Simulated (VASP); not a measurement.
Write the native input for VASP 6.6.1 that does the following.

```yaml
Task: single point
Functional: PBE
Dispersion: D3(BJ)
Potentials_or_basis: VASP PAW PBE potentials, release 64 (W_sv, C, O)
Cutoff: 520 eV
k_mesh: 3 × 3 × 1
Occupations: fermi-dirac, width 0.15 eV
Spin: no spin polarisation
Dipole_correction: no
Further_INCAR_settings: LREAL = Auto; ALGO = Normal; EDIFF = 1e-06; NBANDS = 132
```

The structure of W12C13O lies in POSCAR:

```
W12C13O
1.0
    5.8072000000      0.0000000000      0.0000000000
   -2.9036000000      5.0291830000      0.0000000000
    0.0000000000      0.0000000000     18.0700000000
W C O
12 13 1
Direct
    0.0000000000      0.0000000000      0.0553403431
    0.0312519618      0.0187306765      0.2141505257
    0.0357028379     -0.0166229783      0.3758439402
    0.0000008451      0.5000016901      0.0553403431
    0.0178060855      0.4975559649      0.2117598229
    0.0176589166      0.4774930640      0.3698727172
    0.5000000000      0.0000000000      0.0553403431
    0.5082120047      0.0072974079      0.2141892640
    0.5293150601      0.0017696711      0.3736912009
    0.5000008451      0.5000016901      0.0553403431
    0.5272395011      0.5194879566      0.2095351411
    0.5306746018      0.4918492725      0.3760154953
    0.3333336150      0.1666672300      0.1335915883
    0.3717175237      0.1662894351      0.2903818484
    0.3536354728      0.1401818148      0.4374875484
    0.3333344601      0.6666689202      0.1335915883
    0.3611287838      0.6932935230      0.2923630327
    0.3673709739      0.6609025760      0.4316104040
    0.8333336150      0.1666672300      0.1335915883
    0.8415938885      0.1665876943      0.2874322081
    0.8607798403      0.1743424330      0.4339789707
    0.8333344601      0.6666689202      0.1335915883
    0.8458950689      0.6647202935      0.2866519092
    0.8522619583      0.6686374308      0.4329717764
    0.3941093642      0.1587931877      0.5112949640
    0.3902019594      0.2166554687      0.5659158827
```

These files were run (other wordings do the same):

INCAR

```
SYSTEM = W12C13O
ALGO     = Normal         ! electronic algorithm
EDIFF    = 1E-6           ! SCF threshold, eV
ENCUT    = 520            ! plane-wave cutoff, eV
GGA      = PE             ! functional
ISIF     = 2              ! what is computed and relaxed
ISMEAR   = -1             ! smearing method
IVDW     = 12             ! dispersion correction
LASPH    = .TRUE.         ! aspherical terms in the spheres
LCHARG   = .FALSE.        ! write CHGCAR
LREAL    = Auto         
LWAVE    = .FALSE.        ! write WAVECAR
NBANDS   = 132            ! bands
NELM     = 100            ! most SCF steps
PREC     = Accurate       ! precision mode
SIGMA    = 0.15           ! smearing width, eV
```

KPOINTS

```
k-points
0
G
  3 3 1
  0 0 0
```

Potentials or basis: VASP PAW PBE potentials, release 64 (W_sv, C, O).

Launch:

```sh
$ cat potpaw_PBE.64/W_sv/POTCAR potpaw_PBE.64/C/POTCAR potpaw_PBE.64/O/POTCAR > POTCAR
$ mpirun -np 1 vasp_std > vasp.out
```

It gave:

The largest force is 18.196 eV/Å and the band gap on the k mesh is zero (bands 113 and 114 overlap by 0.48 eV). The dispersion energy per atom is -0.329 eV.

Caveat: the k points lie up to 0.42 Å⁻¹ apart; the atoms stand as in a frame of molecular dynamics; there is no dipole correction, which matters where the two faces differ; spin-orbit coupling is left out, which moves the levels of the heavy elements.

It took 14 min on 1 thread of Intel(R) Xeon(R) 6975P-C (Granite Rapids), on a shared host, peak memory 0.77 GiB.
